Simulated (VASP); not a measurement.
A run of VASP 6.6.1 is set up as follows.

POSCAR

```
GdRh
1.0
    3.5458821966      0.0000000000      0.0000000000
    0.0000000000      3.5458821966      0.0000000000
    0.0000000000      0.0000000000      3.5458821966
Gd Rh
1 1
Direct
    0.0000000000      0.0000000000      0.0000000000
    0.5000000000      0.5000000000      0.5000000000
```

The input INCAR.step1:

```
SYSTEM = GdRh
PREC = Accurate
ENCUT = 520
ISMEAR = -1
SIGMA = 0.03
LREAL = .FALSE.
LASPH = .TRUE.
NELM = 150
ISPIN = 2
MAGMOM = 7 0
LMAXMIX = 6
NBANDS = 28
GGA = PE
ALGO = Normal
EDIFF = 1E-4
LWAVE = .TRUE.
LCHARG = .FALSE.
```

INCAR.step2

```
SYSTEM = GdRh
PREC = Accurate
ENCUT = 520
EDIFF = 1E-6
ISMEAR = -1
SIGMA = 0.03
LREAL = .FALSE.
LASPH = .TRUE.
NELM = 150
ALGO = Normal
ISIF = 2
LWAVE = .FALSE.
LCHARG = .TRUE.
ISPIN = 2
MAGMOM = 7 0
LORBIT = 11
LMAXMIX = 6
METAGGA = R2SCAN
LMIXTAU = .TRUE.
LELF = .TRUE.
LVHAR = .TRUE.
NBANDS = 28
ISTART = 1
```

Contents of KPOINTS:

```
regular mesh
0
G
  8 8 8
  0 0 0
```

Potentials or basis: VASP PAW PBE potentials, release 64 (Gd, Rh_pv).

Run with:

```sh
$ cat potpaw_PBE.64/Gd/POTCAR potpaw_PBE.64/Rh_pv/POTCAR > POTCAR
$ cp INCAR.step1 INCAR
$ mpirun -np 1 vasp_std > vasp.out
$ cp INCAR.step2 INCAR
$ mpirun -np 1 vasp_std > vasp.out
```

Predict the site moments.

Gd +6.88; Rh -0.59 μB.

What does it give for the net moment?

6.86 μB per cell.

Caveat: the cell stands under tension. The state reached can hang on the start; a lower one may exist.
